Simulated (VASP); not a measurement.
Here is a VASP 6.6.1 calculation.

File INCAR:

```
PREC     = Accurate       # precision mode
ENCUT    = 520            # plane-wave cutoff, eV
EDIFF    = 1E-6           # SCF threshold, eV
ISMEAR   = -1             # smearing method
SIGMA    = 0.1            # smearing width, eV
LREAL    = False          # projectors in reciprocal space
LASPH    = True           # aspherical terms in the spheres
NELM     = 100            # most SCF steps
ALGO     = Normal         # electronic algorithm
ISIF     = 2              # what is computed and relaxed
LWAVE    = False          # write WAVECAR
LCHARG   = False          # write CHGCAR
NBANDS   = 17             # bands
```

Contents of KPOINTS:

```
Automatic mesh
0
Gamma
  5 5 5
```

File POSCAR:

```
Sr
1.0
    0.0000000000      4.1287470000      4.1287470000
    4.1287470000      0.0000000000      4.1287470000
    4.1287470000      4.1287470000      0.0000000000
Sr
2
Direct
    0.0000000000      0.0000000000      0.0000000000
    0.2500000000      0.2500000000      0.2500000000
```

Potentials or basis: VASP PAW LDA potentials, release 64 (Sr_sv).

Launch:

```console
$ cat potpaw_LDA.64/Sr_sv/POTCAR > POTCAR
$ mpirun -np 1 vasp_std > vasp.out
```

(1) What does it give for the band gap on the k mesh?

(2) Predict the pressure.

Answers

(1) zero (band 10 reaches 1.19 eV, above the bottom of band 11 at 0.16 eV).

(2) 0.9 GPa.
